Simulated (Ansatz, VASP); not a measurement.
## One calculation of HfSi3O8, two programs

```xyz
12
Lattice="5.5015 0.0000 0.0000 0.0000 5.5015 0.0000 0.0000 0.0000 7.9864" Properties=species:S:1:pos:R:3 pbc="T T T"
Hf    0.0000    0.0000    3.9932
Si    2.7507    0.0000    6.2237
Si    0.0000    2.7507    1.7627
Si    2.7507    2.7507    0.0000
O     4.0368    0.0000    5.2440
O     1.3702    2.7507    0.8712
O     1.4647    0.0000    5.2440
O     4.1313    2.7507    0.8712
O     0.0000    1.4647    2.7424
O     2.7507    4.1313    7.1152
O     0.0000    4.0368    2.7424
O     2.7507    1.3702    7.1152
```

Alike in both runs: task single point; functional r2SCAN; k mesh 4 × 4 × 4; occupations gaussian, width 0.02 eV; no spin polarisation.

```csv
,VASP,Ansatz
version,VASP 6.6.1,Ansatz 0.2.0
potentials or method,"VASP PAW PBE potentials, release 64 (Hf_pv, Si, O), cutoff 520 eV","scalar-relativistic, plane waves, PAW"
valence electrons in the cell,70,86
```

|  | VASP | Ansatz | Ansatz less VASP |
| --- | --- | --- | --- |
| gap on the k mesh at the Fermi level (eV) | 5.23 | 5.23 | +0.004 |
| least direct gap on the mesh (eV) | 5.27 | 5.27 | +0.004 |
| pressure (GPa) | -3.2 | -2.9 | +0.27 |
| traceless stress, the component that is largest in VASP (GPa) | -0.07 | 0.00 | +0.074 |
| rms of the force components (eV/Å) | 0.019 | 0.071 | +0.0522 |

VASP's potentials were made for PBE, not for r2SCAN. Atom by atom the forces differ by 0.081 eV/Å (rms over components). VASP's potentials hold 70 valence electrons a cell and Ansatz's 86, so a difference there can come from the potentials and not from the codes. Ansatz's warnings: xc potential rough in thin density.

Neither program's run includes spin-orbit coupling.
